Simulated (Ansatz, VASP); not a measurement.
**One calculation of YS, two programs**

```
Y S
1.0
     0.00000    2.79746    2.79746
     2.79746    0.00000    2.79746
     2.79746    2.79746    0.00000
Y S
1 1
Direct
  0.50000 0.50000 0.50000
  0.00000 0.00000 0.00000
```

Change from the starting cell: volume scaled by 1.06, crystal datasets.

Alike in both runs: task electric field gradients; functional LDA; k mesh 8 × 8 × 8; occupations fermi-dirac, width 0.01 eV; no spin polarisation.

|  | VASP | Ansatz |
| --- | --- | --- |
| version | VASP 6.6.1 | Ansatz 0.2.0 |
| potentials or method | VASP PAW LDA potentials, release 64 (Y_sv, S), cutoff 520 eV | all-electron PAW with datasets made for the crystal, scalar-relativistic |

Ansatz gave:

* pressure (GPa): -8.6

Problem. Estimate VASP's values.

Solution. Pressure (GPa): -8.5.

LDA's correlation is that of Perdew and Zunger in VASP and of Perdew and Wang (1992) in Ansatz. Ansatz ran all-electron here, and VASP with PAW potentials.
